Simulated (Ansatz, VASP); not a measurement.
C in VASP and in Ansatz

```
CELL_PARAMETERS angstrom
-1.83750 2.59555 3.16088
1.83750 -2.59555 3.16088
1.83750 2.59555 -3.16088
ATOMIC_POSITIONS crystal
C 0.83497 0.12932 0.29435
C 0.16503 0.45938 0.29435
C 0.83497 0.54062 0.70565
C 0.16503 0.87068 0.70565
C 0.22705 0.71500 0.94205
C 0.77295 0.71500 0.48795
C 0.77295 0.28500 0.05795
C 0.22705 0.28500 0.51205
C 0.51250 0.16105 0.35145
C 0.48750 0.83895 0.64855
C 0.80960 0.16105 0.64855
C 0.19040 0.83895 0.35145
```

Alike in both runs: task relaxation of cell and atoms; functional PBE; k mesh 6 × 6 × 6; occupations gaussian, width 0.1 eV; no spin polarisation.

```csv
,VASP,Ansatz
version,VASP 6.6.1,Ansatz 0.2.0
potentials or method,"VASP PAW PBE potentials, release 64 (C), cutoff 600 eV","scalar-relativistic, plane waves, PAW"
valence electrons in the cell,48,48
```

```csv
,VASP,Ansatz,Ansatz less VASP
relaxed volume (Å³/atom),8.99,14.94,+5.953
relaxed cell length with the largest relative difference (Å),5.890,7.516,+1.6269
```

One of these differences is far larger than is usual between the two programs; its cause wasn't traced.

Noted on VASP's run: the volume moved by over 15 % at a fixed basis, so the end points are rough.
